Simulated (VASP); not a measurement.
CdTe:

```
CELL_PARAMETERS angstrom
4.11683 0.00000 0.00000
-2.05842 3.56528 0.00000
0.00000 0.00000 9.42638
ATOMIC_POSITIONS crystal
Cd 0.00000 0.00000 0.22249
Cd 0.00000 0.00000 0.77751
Te 0.00000 0.00000 0.00000
Te 0.00000 0.00000 0.50000
```

| Item | Value |
| --- | --- |
| Program | VASP 6.6.1 |
| Task | relaxation of cell and atoms |
| Functional | PBE |
| Potentials or basis | VASP PAW PBE potentials, release 64 (Cd, Te) |
| Cutoff | 600 eV |
| k mesh | 6 × 6 × 2 |
| Occupations | gaussian, width 0.1 eV |
| Spin | no spin polarisation |

At the start: pressure 23.4 GPa; volume 34.59 Å³/atom.

Question: How do energy, volume and symmetry change on relaxing?

Answer: Over 14 steps the energy falls by 1334.9 meV/atom and the volume is 40.18 Å³/atom (+16.2 %); space group P6/mmm (No. 191, to 0.05 Å).

Step by step:
```
step  energy change (eV)  largest force (eV/Å)  pressure (GPa)  volume (Å³)
   1              0.0000               12.2577           23.39       138.36
   2             -2.9148                0.2695           -4.53       242.58
   3             -3.2353                0.2182           -4.18       231.93
   4             -3.4516                0.1517           -4.07       224.02
   5             -4.8902                0.4475           -3.27       180.65
   6             -5.3127                0.2784            0.94       159.37
   7             -5.3040                0.4578           -0.65       164.46
   8             -5.3229                0.3951            0.05       161.96
   9             -5.3235                0.3784            0.21       161.48
  10             -5.3341                0.2007           -0.20       162.46
  11             -5.3352                0.1286           -0.36       162.91
  12             -5.3395                0.0165           -0.18       161.33
  13             -5.3393                0.0716            0.00       160.17
  14             -5.3398                0.0267           -0.02       160.74
```

Final structure:
```cif
data_structure
_symmetry_space_group_name_H-M 'P 1'
_symmetry_Int_Tables_number 1
_cell_length_a 4.1121
_cell_length_b 4.1121
_cell_length_c 10.9766
_cell_angle_alpha 90.000
_cell_angle_beta 90.000
_cell_angle_gamma 120.000
_cell_volume 160.74
loop_
_atom_site_label
_atom_site_type_symbol
_atom_site_fract_x
_atom_site_fract_y
_atom_site_fract_z
_atom_site_occupancy
Cd1 Cd 0.00000 0.00000 0.24974 1
Cd2 Cd 0.00000 0.00000 0.75026 1
Te1 Te 0.00000 0.00000 0.00000 1
Te2 Te 0.00000 0.00000 0.50000 1
```

Caveat: the volume moved by over 15 % at a fixed basis, so the end points are rough.
